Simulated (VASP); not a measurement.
# BN in VASP: settings compared

BN is run at these levels: r2SCAN, PBE, HSE06; tasks: single point.

All numbers are computed with VASP 6.6.1; they aren't measurements. Logs are shortened: lines on timing, memory, paths and dates and some standing lists are left out, and cuts for length are marked.

### Step 1. The cell of the first run

The structure is tetragonal, space group I4/mmm (No. 139). Conventional cell: a = 2.518 Å, b = 2.518 Å, c = 3.411 Å, α = 90.00°, β = 90.00°, γ = 90.00°. B (site symmetry 4/mmm) has 6 N at 1.71 to 1.78 Å within 2.3 Å. Within 2.3 Å of N (site symmetry 4/mmm) lie 6 B at 1.71 to 1.78 Å.

### Step 2. Single point, r2SCAN (epitaxial xy strain +2.0%)

File POSCAR:

```
BN
1.0
    0.0000000000      1.7807424705      1.7056900167
    1.7807424705      0.0000000000      1.7056900167
    1.7807424705      1.7807424705      0.0000000000
B N
1 1
Direct
    0.0000000000      0.0000000000      0.0000000000
    0.5000000000      0.5000000000      0.5000000000
```

File INCAR.step1:

```
SYSTEM = BN
ALGO = Normal
EDIFF = 1E-4
ENCUT = 520
GGA = PE
ISMEAR = 0
LASPH = .True.
LCHARG = .False.
LREAL = .False.
LWAVE = .True.
NBANDS = 11
NELM = 100
PREC = Accurate
SIGMA = 0.01
```

File INCAR.step2:

```
SYSTEM = BN
ALGO = Normal
EDIFF = 1E-6
ENCUT = 520
ISIF = 2
ISMEAR = 0
ISTART = 1
LASPH = .True.
LCHARG = .True.
LELF = .True.
LMIXTAU = .True.
LREAL = .False.
LVHAR = .True.
LWAVE = .False.
METAGGA = R2SCAN
NBANDS = 11
NELM = 100
PREC = Accurate
SIGMA = 0.01
```

File KPOINTS:

```
k-points
0
Gamma
  12 12 12
  0 0 0
```

Potentials or basis: VASP PAW PBE potentials, release 64 (B, N).

Started as:

```bash
> cat potpaw_PBE.64/B/POTCAR potpaw_PBE.64/N/POTCAR > POTCAR
> cp INCAR.step1 INCAR
> mpirun -np 1 vasp_std > vasp.out
> cp INCAR.step2 INCAR
> mpirun -np 1 vasp_std > vasp.out
```

OUTCAR:

```text
SYSTEM = BN
   EDIFF = 1E-6
   ENCUT = 520
   ISIF = 2
   ISMEAR = 0
   ISTART = 1
   LASPH = .True.
   LREAL = .False.
   METAGGA = R2SCAN
   NELM = 100
   PREC = Accurate

 ion  position               nearest neighbor table
   1  0.000  0.000  0.000-   2 1.71   2 1.71   2 1.78   2 1.78   2 1.78   2 1.78
   2  0.500  0.500  0.500-   1 1.71   1 1.71   1 1.78   1 1.78   1 1.78   1 1.78

  LATTYP: Found a body centered tetragonal cell.
 ALAT       =     2.5183501529
 C/A-ratio  =     1.3546090997

  Lattice vectors:

 A1 = (   0.0000000000,  -1.7807424705,  -1.7056900167)
 A2 = (   0.0000000000,   1.7807424705,  -1.7056900167)
 A3 = (   1.7807424705,   0.0000000000,   1.7056900167)

Analysis of symmetry for initial positions (statically):
=====================================================================
 Subroutine PRICEL returns:
 Original cell was already a primitive cell.

 Routine SETGRP: Setting up the symmetry group for a
 body centered tetragonal supercell.

 Subroutine GETGRP returns: Found 16 space group operations
 (whereof 16 operations were pure point group operations)
 out of a pool of 16 trial point group operations.

The static configuration has the point symmetry D_4h.

Analysis of symmetry for dynamics (positions and initial velocities):
=====================================================================
 Subroutine PRICEL returns:
 Original cell was already a primitive cell.

 Routine SETGRP: Setting up the symmetry group for a
 body centered tetragonal supercell.

 Subroutine GETGRP returns: Found 16 space group operations
 (whereof 16 operations were pure point group operations)
 out of a pool of 16 trial point group operations.

The dynamic configuration has the point symmetry D_4h.

 Subroutine INISYM returns: Found 16 space group operations
 (whereof 16 operations are pure point group operations),
 and found     1 'primitive' translations

----------------------------------------------------------------------------------------

                                     Primitive cell

  volume of cell :      10.8176

  direct lattice vectors                    reciprocal lattice vectors
     0.000000000  1.780742470  1.705690017    -0.280781757  0.280781757  0.293136499
     1.780742470  0.000000000  1.705690017     0.280781757 -0.280781757  0.293136499
     1.780742470  1.780742470  0.000000000     0.280781757  0.280781757 -0.293136499

  length of vectors
     2.465851208  2.465851208  2.518350153     0.493564380  0.493564380  0.493564380

  position of ions in fractional coordinates (direct lattice)
     0.000000000  0.000000000  0.000000000
     0.500000000  0.500000000  0.500000000

  ion indices of the primitive-cell ions
   primitive index   ion index
                 1           1
                 2           2

----------------------------------------------------------------------------------------

 KPOINTS: k-points

Automatic generation of k-mesh.
 Grid dimensions read from file:
 generate k-points for:   12   12   12

 Generating k-lattice:

  Cartesian coordinates                     Fractional coordinates (reciprocal lattice)
    -0.023398480  0.023398480  0.024428042     0.083333333  0.000000000  0.000000000
     0.023398480 -0.023398480  0.024428042     0.000000000  0.083333333  0.000000000
     0.023398480  0.023398480 -0.024428042     0.000000000  0.000000000  0.083333333

  Length of vectors
     0.041130365  0.041130365  0.041130365

  Shift w.r.t. Gamma in fractional coordinates (k-lattice)
     0.000000000  0.000000000  0.000000000

 Subroutine IBZKPT returns following result:
 ===========================================

 Found    163 irreducible k-points:

 Following reciprocal coordinates:
            Coordinates               Weight
  0.000000  0.000000  0.000000      1.000000
  0.083333 -0.000000  0.000000      8.000000
  0.166667  0.000000  0.000000      8.000000
  0.250000  0.000000  0.000000      8.000000
  0.333333 -0.000000  0.000000      8.000000
  0.416667 -0.000000  0.000000      8.000000
[... 16 lines left out ...]
  0.500000  0.166667  0.000000      8.000000
 -0.416667  0.166667  0.000000      8.000000
 [... further k-points ...]
   k-points           NKPTS =    163   k-points in BZ     NKDIM =    163   number of bands    NBANDS=     11
   number of dos      NEDOS =    301   number of ions     NIONS =      2
   total plane-waves  NPLWV =   6480
   dimension x,y,z NGX =    18 NGY =   18 NGZ =   20
   dimension x,y,z NGXF=    36 NGYF=   36 NGZF=   40
   ions per type =               1   1
   NGX,Y,Z   is equivalent  to a cutoff of  12.14, 12.14, 13.20 a.u.
   NGXF,Y,Z  is equivalent  to a cutoff of  24.27, 24.27, 26.41 a.u.
 SYSTEM =  BN
   PREC   = accura    normal or accurate (medium, high low for compatibility)
   ISTART =      1    job   : 0-new  1-cont  2-samecut
   ICHARG =      0    charge: 1-file 2-atom 10-const
   ISPIN  =      1    spin polarized calculation?
   LNONCOLLINEAR =      F non collinear calculations
   LSORBIT =      F    spin-orbit coupling
   LASPH  =      T    aspherical Exc in radial PAW
   ENCUT  =  520.0 eV  38.22 Ry    6.18 a.u.   4.58  4.58  4.68*2*pi/ulx,y,z
   NELM   =    100;   NELMIN=  2; NELMDL=  0     # of ELM steps
   EDIFF  = 0.1E-05   stopping-criterion for ELM
   LREAL  =      F    real-space projection
   EDIFFG = 0.1E-04   stopping-criterion for IOM
   NSW    =      0    number of steps for IOM
   IBRION =     -1    ionic relax: 0-MD 1-quasi-New 2-CG
   NFREE  =      0    steps in history (QN), initial steepest desc. (CG)
   ISIF   =      2    stress and relaxation
   ISYM   =      2    0-nonsym 1-usesym 2-fastsym
   POTIM  = 0.5000    time-step for ionic-motion
   TEBEG  =    0.0;   TEEND  =   0.0 temperature during run
   PSTRESS=    0.0 pullay stress
   NELECT =       8.0000    total number of electrons
   NUPDOWN=      -1.0000    fix difference up-down
   EMIN   =  10.00;   EMAX   =-10.00  energy-range for DOS
   EFERMI =   0.00;   METHOD = LEGACY
   ISMEAR =     0;   SIGMA  =   0.01  broadening in eV -4-tet -1-fermi 0-gaus
   EFERMI_NEDOS =   21; number of points for ismear=-14 and -15
   IALGO  =     38    algorithm
   IMIX   =      4    mixing-type and parameters
     AMIX     =   0.40;   BMIX     =  1.00
     AMIX_MAG =   1.60;   BMIX_MAG =  1.00
  volume/ion in A,a.u.               =       5.41        36.50
  Fermi-wavevector in a.u.,A,eV,Ry     =   1.480451  2.797647 29.820369  2.191735
  Thomas-Fermi vector in A             =   2.594484
   LORBIT       =      0    0 simple, 1 ext, 2 COOP (PROOUT), +10 PAW based schemes
   METAGGA = R2SCAN    functional components
   LHFCALC =     F    Hartree Fock is set to
   AEXX    =    0.0000 exact exchange contribution
   IVDW    =     0    specifies the selected vdW correction
   LEPSILON=     F    determine dielectric tensor
   LRPA    =     F    only Hartree local field effects (RPA)
 non-spin polarized calculation
 Gauss-broadening in eV      SIGMA  =   0.01
  energy-cutoff  :      520.00
  volume of cell :       10.82
 maximum number of plane-waves:       303
   NGX =  9   NGY =  9   NGZ =  9

 number of electron       8.0000000 magnetization

 Free energy of the ion-electron system (eV)
  ---------------------------------------------------
  ext. energy  EPLUGINS =         0.00000000
  ---------------------------------------------------
  free energy    TOTEN  =       -15.41946833 eV

  energy without entropy =      -15.41946833  energy(sigma->0) =      -15.41946833

 E-fermi :  10.3403     XC(G=0): -14.6095

 val. band max:       10.1451993780   @ k =  -0.1667   0.1667   0.0000
 cond. band min:      10.7232163809   @ k =   0.5000   0.5000   0.0000
 fundamental gap:      0.5780170029
 Fermi energy:        10.3403486517

 k-point     1 :       0.0000    0.0000    0.0000
  band No.  band energies     occupation
      1     -13.3544      2.00000
      2       8.5224      2.00000
      3       9.5739      2.00000
      4       9.5739      2.00000
      5      19.6162      0.00000
      6      22.3332      0.00000
      7      22.3333      0.00000
      8      24.7760      0.00000
      9      29.2430      0.00000
     10      29.2430      0.00000
     11      29.9461      0.00000

 k-point     2 :       0.0833   -0.0000    0.0000
  band No.  band energies     occupation
      1     -13.1526      2.00000
      2       8.0463      2.00000
      3       9.1737      2.00000
      4       9.5232      2.00000
      5      19.8868      0.00000
      6      21.6438      0.00000
      7      21.9925      0.00000
      8      24.1678      0.00000
      9      28.9928      0.00000
     10      29.7960      0.00000
     11      30.2258      0.00000

 k-point     3 :       0.1667    0.0000    0.0000
  band No.  band energies     occupation
      1     -12.5530      2.00000
      2       6.0686      2.00000
      3       9.0164      2.00000
      4       9.4047      2.00000
      5      19.7700      0.00000
      6      20.0811      0.00000
      7      21.2755      0.00000
      8      23.3438      0.00000
      9      28.8986      0.00000
     10      31.3452      0.00000
     11      31.5615      0.00000

 k-point     4 :       0.2500    0.0000    0.0000
  band No.  band energies     occupation
      1     -11.5766      2.00000
      2       3.3760      2.00000
      3       9.0909      2.00000
      4       9.2901      2.00000
      5      18.3626      0.00000
      6      18.6518      0.00000
      7      20.1163      0.00000
      8      23.6351      0.00000
      9      29.6901      0.00000
     10      33.7393      0.00000
     11      33.7400      0.00000

 k-point     5 :       0.3333   -0.0000    0.0000
  band No.  band energies     occupation
      1     -10.2825      2.00000
      2       0.6176      2.00000
      3       9.2332      2.00000
      4       9.2665      2.00000
      5      16.8940      0.00000
      6      17.3261      0.00000
      7      19.0658      0.00000
      8      24.1582      0.00000
      9      31.2448      0.00000
     10      36.6356      0.00000
     11      36.8419      0.00000
[... 211 lines left out ...]
 k-point    21 :       0.3333    0.1667    0.0000
  band No.  band energies     occupation
      1     -10.3601      2.00000
      2       2.6621      2.00000
      3       6.8389      2.00000
      4       7.8966      2.00000
      5      15.2064      0.00000
      6      21.1350      0.00000
      7      21.1897      0.00000
      8      24.3470      0.00000
      9      25.6467      0.00000
     10      38.7751      0.00000
     11      39.9284      0.00000

 k-point    22 :       0.4167    0.1667    0.0000
  band No.  band energies     occupation
      1      -8.9834      2.00000
      2       0.1147      2.00000
      3       6.8394      2.00000
      4       7.3374      2.00000
      5      14.5944      0.00000
      6      19.8904      0.00000
      7      20.8115      0.00000
      8      25.2869      0.00000
      9      27.4701      0.00000
     10      40.0655      0.00000
     11      43.1451      0.00000

 k-point    23 :       0.5000    0.1667    0.0000
  band No.  band energies     occupation
      1      -7.6834      2.00000
      2      -1.8353      2.00000
      3       6.5453      2.00000
      4       7.1806      2.00000
      5      14.5903      0.00000
      6      18.6666      0.00000
      7      20.8280      0.00000
      8      25.8032      0.00000
      9      30.0674      0.00000
     10      38.0785      0.00000
     11      43.7026      0.00000

 k-point    24 :      -0.4167    0.1667    0.0000
  band No.  band energies     occupation
      1      -7.5321      2.00000
      2      -2.0219      2.00000
      3       5.8026      2.00000
      4       7.8368      2.00000
      5      15.0294      0.00000
      6      17.6613      0.00000
      7      21.1420      0.00000
      8      25.9326      0.00000
      9      32.7533      0.00000
     10      35.7730      0.00000
     11      40.1538      0.00000

 [... further k-points ...]
[... 5 lines left out ...]
  --------------------------------------------------------------------------------------
  -------------------------------------------------------------------------------------
  Total       -0.5094779     -0.5094779      0.0389319      0.0000000      0.0000000      0.0000000
  in kB      -75.4577048    -75.4577048      5.7661173      0.0000000      0.0000000      0.0000000
  external PRESSURE =     -48.3830974 kB  Pullay stress =       0.0000000 kB

 VOLUME and BASIS-vectors are now :
 -----------------------------------------------------------------------------
  energy-cutoff  :      520.00
  volume of cell :       10.82
      direct lattice vectors                 reciprocal lattice vectors
     0.000000000  1.780742470  1.705690017    -0.280781757  0.280781757  0.293136499
     1.780742470  0.000000000  1.705690017     0.280781757 -0.280781757  0.293136499
     1.780742470  1.780742470  0.000000000     0.280781757  0.280781757 -0.293136499

 POSITION                                       TOTAL-FORCE (eV/Angst)
 -----------------------------------------------------------------------------------
      0.00000      0.00000      0.00000        -0.000000      0.000000      0.000000
      1.78074      1.78074      1.70569         0.000000      0.000000     -0.000000
 -----------------------------------------------------------------------------------
    total drift:                               -0.000000     -0.000000     -0.000000

  FREE ENERGIE OF THE ION-ELECTRON SYSTEM (eV)
  ---------------------------------------------------
  free  energy   TOTEN  =       -15.4194683274 eV

  energy  without entropy=      -15.4194683274  energy(sigma->0) =      -15.41946833
```

It took 50 s on 1 thread of Intel Xeon 6975P-C, shared host; peak memory 0.13 GiB.

Results:

```
Free energy            : -15.4195 eV
Pressure               : -4.8 GPa
Band gap on the k mesh : 0.58 eV, indirect (least direct gap 5.99 eV)
```

Stress tensor (GPa, compression positive):
```
-7.55  0.00  0.00
 0.00 -7.55  0.00
 0.00  0.00  0.58
```

Caveat: the cell differs from its parent crystal (epitaxial xy strain +2.0%); the PAW data sets were made with another functional, which shifts forces and pressure a little.

### Step 3. Single point, PBE (shear xy strain +1.0%)

File INCAR:

```
SYSTEM = BN
PREC = Accurate ; ENCUT = 520
EDIFF = 1E-6 ; ISMEAR = -1
SIGMA = 0.02 ; LREAL = .False.
LASPH = .True. ; NELM = 100
ALGO = Normal ; ISIF = 2
LWAVE = .False. ; LCHARG = .True.
GGA = PE ; LELF = .True.
LVHAR = .True. ; NBANDS = 11
```

File KPOINTS:

```
regular mesh
0
Gamma
  12 12 12
  0 0 0
```

File POSCAR:

```
BN
1.0
    0.0087291298      1.7458259515      1.7458259515
    1.7458259515      0.0087291298      1.7458259515
    1.7545550812      1.7545550812     -0.0000000001
B N
1 1
Direct
    0.0000000000      0.0000000000      0.0000000000
    0.5000000000      0.5000000000      0.5000000000
```

Potentials or basis: VASP PAW PBE potentials, release 64 (B, N).

Started as:

```bash
> cat potpaw_PBE.64/B/POTCAR potpaw_PBE.64/N/POTCAR > POTCAR
> mpirun -np 1 vasp_std > vasp.out
```

It took 18 s on 1 thread of Intel Xeon 6975P-C, shared host; peak memory 0.14 GiB.

It converged, with:

```
Free energy            : -13.9423 eV
Pressure               : 3.9 GPa
Band gap on the k mesh : 1.11 eV, indirect (least direct gap 5.76 eV)
```

Stress tensor (GPa, compression positive):
```
 3.92 -6.31  0.00
-6.31  3.92  0.00
 0.00  0.00  3.83
```

Levels at points of the mesh, in eV from the valence-band top:
```tsv
k point	band 2	band 3	band 4	band 5	band 6	band 7
(0.00, 0.00, 0.00)	-1.13	-1.02	-0.89	9.08	11.92	11.96
(0.50, 0.00, 0.00)	-12.68	-0.86	-0.78	4.98	5.05	7.04
(0.50, 0.50, 0.00)	-12.04	-5.93	-5.63	1.11	8.70	14.48
(0.00, 0.00, 0.50)	-12.77	-0.76	-0.69	5.10	5.18	7.23
(0.50, 0.00, 0.50)	-12.04	-5.78	-5.78	1.11	8.69	14.51
```

Caveat: the cell differs from its parent crystal (shear xy strain +1.0%). A k mesh can miss the band edges.

(Part 1 of 2 ends here.)
